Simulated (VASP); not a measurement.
# ZnS in VASP: a series of runs, part 2 of 2

VASP 6.6.1.

**4. Single point, PBE**

This run uses another cell than the first one: it holds 14 atoms, not 8.

INCAR reads:

```
  PREC = Accurate
  ENCUT = 520
  EDIFF = 1E-6
  ISMEAR = 0
  SIGMA = 0.05
  LREAL = F
  LASPH = T
  NELM = 100
  ALGO = Normal
  ISIF = 2
  LWAVE = F
  LCHARG = T
  GGA = PE
  LELF = T
  LVHAR = T
  NBANDS = 76
```

KPOINTS reads:

```
regular mesh
0
Gamma
  1 1 5
```

POSCAR reads:

```
ZnS
1.0
   20.7000000000      0.0000000000      0.0000000000
    0.0000000000      9.3000000000      0.0000000000
    0.0000000000      0.0000000000      6.7233274694
Zn S
7 7
Direct
    0.6952720780      0.5000000000      0.3073208416
    0.7522084293      0.5000000000      0.8924984976
    0.5000000000      0.5000000000      0.3194317463
    0.5920608932      0.5000000000      0.8254500814
    0.3047279220      0.5000000000      0.3073208416
    0.4079391068      0.5000000000      0.8254500814
    0.2477915707      0.5000000000      0.8924984976
    0.7940118796      0.5000000000      0.1804519150
    0.5958105500      0.5000000000      0.1592785626
    0.6844671442      0.5000000000      0.6482665617
    0.4041894500      0.5000000000      0.1592785626
    0.5000000000      0.5000000000      0.6540353337
    0.2059881204      0.5000000000      0.1804519150
    0.3155328558      0.5000000000      0.6482665617
```

Potentials or basis: VASP PAW PBE potentials, release 64 (Zn, S).

On the command line:

```
cat potpaw_PBE.64/Zn/POTCAR potpaw_PBE.64/S/POTCAR > POTCAR
mpirun -np 1 vasp_std > vasp.out
```

OUTCAR:

```text
PREC = Accurate
   ENCUT = 520
   EDIFF = 1E-6
   ISMEAR = 0
   LREAL = F
   LASPH = T
   NELM = 100
   ISIF = 2
   GGA = PE

 ion  position               nearest neighbor table
   1  0.695  0.500  0.307-   8 2.21   9 2.29  10 2.30   2 3.03
   2  0.752  0.500  0.892-   8 2.12  10 2.16   1 3.03
   3  0.500  0.500  0.319-  12 2.25  11 2.26   9 2.26
   4  0.592  0.500  0.825-  12 2.23   9 2.25  10 2.25
   5  0.305  0.500  0.307-  13 2.21  11 2.29  14 2.30   7 3.03
   6  0.408  0.500  0.825-  12 2.23  11 2.25  14 2.25
   7  0.248  0.500  0.892-  13 2.12  14 2.16   5 3.03
   8  0.794  0.500  0.180-   2 2.12   1 2.21
   9  0.596  0.500  0.159-   4 2.25   3 2.26   1 2.29
  10  0.684  0.500  0.648-   2 2.16   4 2.25   1 2.30
  11  0.404  0.500  0.159-   6 2.25   3 2.26   5 2.29
  12  0.500  0.500  0.654-   4 2.23   6 2.23   3 2.25
  13  0.206  0.500  0.180-   7 2.12   5 2.21
  14  0.316  0.500  0.648-   7 2.16   6 2.25   5 2.30

  LATTYP: Found a simple orthorhombic cell.
 ALAT       =     6.7233274694
 B/A-ratio  =     1.3832436457
 C/A-ratio  =     3.0788326307

  Lattice vectors:

 A1 = (   0.0000000000,   0.0000000000,  -6.7233274694)
 A2 = (   0.0000000000,   9.3000000000,   0.0000000000)
 A3 = (  20.7000000000,   0.0000000000,   0.0000000000)

Analysis of symmetry for initial positions (statically):
=====================================================================
 Subroutine PRICEL returns:
 Original cell was already a primitive cell.

 Routine SETGRP: Setting up the symmetry group for a
 simple orthorhombic supercell.

 Subroutine GETGRP returns: Found  4 space group operations
 (whereof  4 operations were pure point group operations)
 out of a pool of  8 trial point group operations.

The static configuration has the point symmetry C_2v.

Analysis of symmetry for dynamics (positions and initial velocities):
=====================================================================
 Subroutine PRICEL returns:
 Original cell was already a primitive cell.

 Routine SETGRP: Setting up the symmetry group for a
 simple orthorhombic supercell.

 Subroutine GETGRP returns: Found  4 space group operations
 (whereof  4 operations were pure point group operations)
 out of a pool of  8 trial point group operations.

The dynamic configuration has the point symmetry C_2v.

 Subroutine INISYM returns: Found  4 space group operations
 (whereof  4 operations are pure point group operations),
 and found     1 'primitive' translations

----------------------------------------------------------------------------------------

                                     Primitive cell

  volume of cell :    1294.3078

  direct lattice vectors                    reciprocal lattice vectors
    20.700000000  0.000000000  0.000000000     0.048309179  0.000000000  0.000000000
     0.000000000  9.300000000  0.000000000     0.000000000  0.107526882  0.000000000
     0.000000000  0.000000000  6.723327469     0.000000000  0.000000000  0.148735876

  length of vectors
    20.700000000  9.300000000  6.723327469     0.048309179  0.107526882  0.148735876

  position of ions in fractional coordinates (direct lattice)
[... 66 lines left out ...]
   dimension x,y,z NGX =   160 NGY =   70 NGZ =   50
   dimension x,y,z NGXF=   320 NGYF=  140 NGZF=  100
   ions per type =               7   7
   NGX,Y,Z   is equivalent  to a cutoff of  12.85, 12.51, 12.36 a.u.
   NGXF,Y,Z  is equivalent  to a cutoff of  25.70, 25.03, 24.73 a.u.
 SYSTEM =  unknown system
   PREC   = accura    normal or accurate (medium, high low for compatibility)
   ISTART =      0    job   : 0-new  1-cont  2-samecut
   ICHARG =      2    charge: 1-file 2-atom 10-const
   ISPIN  =      1    spin polarized calculation?
   LNONCOLLINEAR =      F non collinear calculations
   LSORBIT =      F    spin-orbit coupling
   LASPH  =      T    aspherical Exc in radial PAW
   ENCUT  =  520.0 eV  38.22 Ry    6.18 a.u.  38.49 17.29 12.50*2*pi/ulx,y,z
   NELM   =    100;   NELMIN=  2; NELMDL= -5     # of ELM steps
   EDIFF  = 0.1E-05   stopping-criterion for ELM
   LREAL  =      F    real-space projection
   EDIFFG = 0.1E-04   stopping-criterion for IOM
   NSW    =      0    number of steps for IOM
   IBRION =     -1    ionic relax: 0-MD 1-quasi-New 2-CG
   NFREE  =      0    steps in history (QN), initial steepest desc. (CG)
   ISIF   =      2    stress and relaxation
   ISYM   =      2    0-nonsym 1-usesym 2-fastsym
   POTIM  = 0.5000    time-step for ionic-motion
   TEBEG  =    0.0;   TEEND  =   0.0 temperature during run
   PSTRESS=    0.0 pullay stress
   NELECT =     126.0000    total number of electrons
   NUPDOWN=      -1.0000    fix difference up-down
   EMIN   =  10.00;   EMAX   =-10.00  energy-range for DOS
   EFERMI =   0.00;   METHOD = LEGACY
   ISMEAR =     0;   SIGMA  =   0.05  broadening in eV -4-tet -1-fermi 0-gaus
   EFERMI_NEDOS =   21; number of points for ismear=-14 and -15
   IALGO  =     38    algorithm
   IMIX   =      4    mixing-type and parameters
     AMIX     =   0.40;   BMIX     =  1.00
     AMIX_MAG =   1.60;   BMIX_MAG =  1.00
  volume/ion in A,a.u.               =      92.45       623.89
  Fermi-wavevector in a.u.,A,eV,Ry     =   0.753100  1.423152  7.716669  0.567159
  Thomas-Fermi vector in A             =   1.850462
   LORBIT       =      0    0 simple, 1 ext, 2 COOP (PROOUT), +10 PAW based schemes
   GGA     = PE    functional components
   LHFCALC =     F    Hartree Fock is set to
   AEXX    =    0.0000 exact exchange contribution
   IVDW    =     0    specifies the selected vdW correction
   LEPSILON=     F    determine dielectric tensor
   LRPA    =     F    only Hartree local field effects (RPA)
 non-spin polarized calculation
 Gauss-broadening in eV      SIGMA  =   0.05
  energy-cutoff  :      520.00
  volume of cell :     1294.31
 maximum number of plane-waves:     34899
 NGX is ok and might be reduce to   160

 number of electron     126.0000091 magnetization

 Free energy of the ion-electron system (eV)
  ---------------------------------------------------
  ext. energy  EPLUGINS =         0.00000000
  ---------------------------------------------------
  free energy    TOTEN  =       -43.12613104 eV

  energy without entropy =      -43.12613104  energy(sigma->0) =      -43.12613104

 E-fermi :  -4.1103     XC(G=0):  -3.1171

 val. band max:       -4.3635197822   @ k =   0.0000   0.0000   0.0000
 cond. band min:      -1.7728414663   @ k =   0.0000   0.0000   0.0000
 fundamental gap:      2.5906783159
 Fermi energy:        -4.1103107340

 k-point     1 :       0.0000    0.0000    0.0000
  band No.  band energies     occupation
      1     -16.6781      2.00000
      2     -16.5238      2.00000
      3     -16.2346      2.00000
      4     -15.9771      2.00000
      5     -15.9724      2.00000
      6     -15.4584      2.00000
[... 223 lines left out ...]
     74       0.7456      0.00000
     75       0.8014      0.00000
 [bands above 75 left out]

------------------------ aborting loop because EDIFF is reached ----------------------------------------

  FORCE on cell =-STRESS in cart. coord.  units (eV):
  Direction    XX          YY          ZZ          XY          YZ          ZX
  --------------------------------------------------------------------------------------
  -------------------------------------------------------------------------------------
  Total        0.3969506      0.0337119      0.4543793      0.0000000      0.0000000      0.0000000
  in kB        0.4913710      0.0417308      0.5624599      0.0000000      0.0000000      0.0000000
  external PRESSURE =       0.3651872 kB  Pullay stress =       0.0000000 kB

 VOLUME and BASIS-vectors are now :
 -----------------------------------------------------------------------------
  energy-cutoff  :      520.00
  volume of cell :     1294.31
      direct lattice vectors                 reciprocal lattice vectors
    20.700000000  0.000000000  0.000000000     0.048309179  0.000000000  0.000000000
     0.000000000  9.300000000  0.000000000     0.000000000  0.107526882  0.000000000
     0.000000000  0.000000000  6.723327469     0.000000000  0.000000000  0.148735876

 POSITION                                       TOTAL-FORCE (eV/Angst)
 -----------------------------------------------------------------------------------
     14.39213      4.65000      2.06622         0.016593      0.000000     -0.006757
     15.57071      4.65000      6.00056         0.015366     -0.000000      0.005734
     10.35000      4.65000      2.14764        -0.000000     -0.000000     -0.004342
     12.25566      4.65000      5.54977         0.003612     -0.000000      0.003355
      6.30787      4.65000      2.06622        -0.016593      0.000000     -0.006757
      8.44434      4.65000      5.54977        -0.003612     -0.000000      0.003355
      5.12929      4.65000      6.00056        -0.015366     -0.000000      0.005734
     16.43605      4.65000      1.21324         0.021862     -0.000000      0.015399
     12.33328      4.65000      1.07088        -0.002256     -0.000000      0.005636
     14.16847      4.65000      4.35851        -0.016566     -0.000000     -0.019170
      8.36672      4.65000      1.07088         0.002256     -0.000000      0.005636
     10.35000      4.65000      4.39729        -0.000000     -0.000000     -0.004055
      4.26395      4.65000      1.21324        -0.021862     -0.000000      0.015399
      6.53153      4.65000      4.35851         0.016566     -0.000000     -0.019170
 -----------------------------------------------------------------------------------
    total drift:                               -0.000000      0.000000      0.001198

  FREE ENERGIE OF THE ION-ELECTRON SYSTEM (eV)
  ---------------------------------------------------
  free  energy   TOTEN  =       -43.1261310388 eV

  energy  without entropy=      -43.1261310388  energy(sigma->0) =      -43.12613104
```

Run time: 13 min. Hardware: 1 thread of Intel Xeon Platinum 8559C (Emerald Rapids), shared host; peak memory 1.1 GiB.

Results:

```
Free energy            : -43.1261 eV
Largest force          : 0.027 eV/Å
Band gap on the k mesh : 2.59 eV
```

Forces on the atoms (eV/Å):
```
Zn   0.017  0.000 -0.007
Zn   0.015  0.000  0.006
Zn   0.000  0.000 -0.004
Zn   0.004  0.000  0.003
Zn  -0.017  0.000 -0.007
Zn  -0.004  0.000  0.003
Zn  -0.015  0.000  0.006
S    0.022  0.000  0.015
S   -0.002  0.000  0.006
S   -0.017  0.000 -0.019
S    0.002  0.000  0.006
S    0.000  0.000 -0.004
S   -0.022  0.000  0.015
S    0.017  0.000 -0.019
```

Levels at points of the mesh, in eV from the valence-band top:
| k point | band 61 | band 62 | band 63 | band 64 | band 65 | band 66 |
| --- | --- | --- | --- | --- | --- | --- |
| (0.00, 0.00, 0.00) | -0.47 | -0.03 | 0.00 | 2.59 | 3.37 | 3.73 |

**5. Single point, PBE**

This run uses another cell than the first one: it holds 14 atoms, not 8.

INCAR reads:

```
SYSTEM = ZnS
ALGO = Normal
EDIFF = 1E-7
ENCUT = 520
GGA = PE
ISIF = 2
ISMEAR = 0
LASPH = .True.
LCHARG = .False.
LREAL = .False.
LWAVE = .False.
NBANDS = 76
NELM = 100
PREC = Accurate
SIGMA = 0.05
```

KPOINTS reads:

```
k-points
0
Gamma
  1 1 5
  0 0 0
```

POSCAR reads:

```
ZnS
1.0
   20.7000000000      0.0000000000      0.0000000000
    0.0000000000      9.3000000000      0.0000000000
    0.0000000000      0.0000000000      6.7308991600
Zn S
7 7
Direct
    0.6877336445      0.5000000000      0.3333333333
    0.7816004668      0.5000000000      0.8333333333
    0.5000000000      0.5000000000      0.3333333333
    0.5938668223      0.5000000000      0.8333333333
    0.3122663555      0.5000000000      0.3333333333
    0.4061331777      0.5000000000      0.8333333333
    0.2183995332      0.5000000000      0.8333333333
    0.7816004668      0.5000000000      0.1666666667
    0.5938668223      0.5000000000      0.1666666667
    0.6877336445      0.5000000000      0.6666666667
    0.4061331777      0.5000000000      0.1666666667
    0.5000000000      0.5000000000      0.6666666667
    0.2183995332      0.5000000000      0.1666666667
    0.3122663555      0.5000000000      0.6666666667
```

On the command line:

```
cat potpaw_PBE.64/Zn/POTCAR potpaw_PBE.64/S/POTCAR > POTCAR
mpirun -np 1 vasp_std > vasp.out
```

It took 13 min on 1 thread of AMD EPYC 7R43 (Zen 3), shared host; peak memory 1 GiB.

The run converged. Its results:

```yaml
Free_energy: -41.2791 eV
Largest_force: 1.967 eV/Å
Band_gap_on_the_k_mesh: 1.23 eV
```

Forces on the atoms (eV/Å):
```
Zn   0.170  0.000 -0.638
Zn  -1.344  0.000  1.437
Zn   0.000  0.000 -0.196
Zn  -0.129  0.000  0.336
Zn  -0.170  0.000 -0.638
Zn   0.129  0.000  0.336
Zn   1.344  0.000  1.437
S    0.946  0.000 -0.360
S   -0.203  0.000 -0.015
S    0.542  0.000 -0.621
S    0.203  0.000 -0.015
S    0.000  0.000 -0.081
S   -0.946  0.000 -0.360
S   -0.542  0.000 -0.621
```

Levels at points of the mesh, in eV from the valence-band top:
```
           k point  band 61  band 62  band 63  band 64  band 65  band 66
(0.00, 0.00, 0.00)    -0.09    -0.02     0.00     1.23     1.58     3.24
```

**6. The runs side by side**

```csv
cell,k mesh,gap on the mesh (eV),largest force (eV/Å)
"a = 20.200, b = 9.300, c = 3.886 Å, 8 atoms, atomic positions A",1 × 1 × 14,none,0.86
"a = 20.200, b = 9.300, c = 3.961 Å, 8 atoms, atomic positions B",1 × 1 × 14,none,0.02
"a = 20.700, b = 9.300, c = 6.723 Å, 14 atoms, atomic positions C",1 × 1 × 5,2.59,0.03
"a = 20.700, b = 9.300, c = 6.731 Å, 14 atoms, atomic positions D",1 × 1 × 5,1.23,1.97
```

Alike in all rows: task single point; level PBE; potentials or basis VASP PAW PBE potentials, release 64 (Zn, S); no spin polarisation; cutoff (eV) 520; smearing gaussian 0.05 eV.

Total energies depend on the potentials used, so only differences within one code and one set of settings carry meaning.
